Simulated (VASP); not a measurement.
Here is a VASP 6.6.1 calculation.

The input INCAR:

```
SYSTEM = Zn3S2O
PREC = Accurate
ENCUT = 520
EDIFF = 1E-6
ISMEAR = 0
SIGMA = 0.02
LREAL = .False.
LASPH = .True.
NELM = 80
ALGO = Normal
ISIF = 2
LWAVE = .False.
LCHARG = .False.
GGA = PE
NBANDS = 36
```

File KPOINTS:

```
regular mesh
0
Gamma
  10 10 10
  0 0 0
```

Contents of POSCAR:

```
Zn3S2O
1.0
   -1.8437089422      1.8437089422      7.5798092026
    1.8437089422     -1.8437089422      7.5798092026
    1.8437089422      1.8437089422     -7.5798092026
Zn S O
3 2 1
Direct
    0.6866911278      0.6866911278      0.0000000000
    0.3133088722      0.3133088722      0.0000000000
    0.0000000000      0.0000000000      0.0000000000
    0.4064979353      0.9064979353      0.5000000000
    0.0935020647      0.5935020647      0.5000000000
    0.7500000000      0.2500000000      0.5000000000
```

Potentials or basis: VASP PAW PBE potentials, release 64 (Zn, S, O).

Run with:

```sh
$ cat potpaw_PBE.64/Zn/POTCAR potpaw_PBE.64/S/POTCAR potpaw_PBE.64/O/POTCAR > POTCAR
$ mpirun -np 1 vasp_std > vasp.out
```

**Question.** What does it give for the band gap on the k mesh?

**Answer.** 1.11 eV.

**Question.** What does it give for the pressure?

**Answer.** 0.2 GPa.

**Question.** Predict the largest force.

**Answer.** 0.019 eV/Å.

Forces in eV/Å, atoms in the order of the input:
```
Zn   0.000  0.000 -0.019
Zn   0.000  0.000  0.019
Zn   0.000  0.000  0.000
S    0.000  0.000  0.000
S    0.000  0.000  0.000
O    0.000  0.000  0.000
```

A k mesh can miss the band edges.
